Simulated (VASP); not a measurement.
Here is a VASP 6.6.1 calculation.

The input INCAR:

```
PREC = Accurate
ENCUT = 600
EDIFF = 1E-6
ISMEAR = 0
SIGMA = 0.05
LREAL = False
LASPH = True
NELM = 60
ALGO = Normal
ISIF = 3
LWAVE = False
LCHARG = False
IBRION = 2
NSW = 50
EDIFFG = -0.01
```

File KPOINTS:

```
Automatic mesh
0
Gamma
  11 11 11
```

File POSCAR:

```
SrAgO3
1.0
    4.1102480000      0.0000000000      0.0000000000
    0.0000000000      4.1102480000      0.0000000000
    0.0000000000      0.0000000000      4.1102480000
Sr Ag O
1 1 3
Direct
    0.0000000000      0.0000000000      0.0000000000
    0.5000000000      0.5000000000      0.5000000000
    0.5000000000      0.5000000000      0.0000000000
    0.5000000000      0.0000000000      0.5000000000
    0.0000000000      0.5000000000      0.5000000000
```

Potentials or basis: VASP PAW LDA potentials, release 64 (Sr_sv, Ag, O).

Run with:

```sh
$ cat potpaw_LDA.64/Sr_sv/POTCAR potpaw_LDA.64/Ag/POTCAR potpaw_LDA.64/O/POTCAR > POTCAR
$ mpirun -np 1 vasp_std > vasp.out
```

(1) Predict the band gap on the k mesh.

(2) What does it give for the relaxed volume?

(3) Estimate the space group after relaxing (to 0.1 Å).

(4) Predict the relaxed cell.

## Answers

(1) zero (an odd number of electrons rules out a gap without spin polarisation).

(2) 12.58 Å³/atom.

(3) Pm-3m (No. 221).

(4) a = 3.977 Å, b = 3.977 Å, c = 3.977 Å, α = 90.00°, β = 90.00°, γ = 90.00°.

Caveat: an odd number of electrons without spin polarisation forces a metal; a magnetic or distorted state may lie lower.
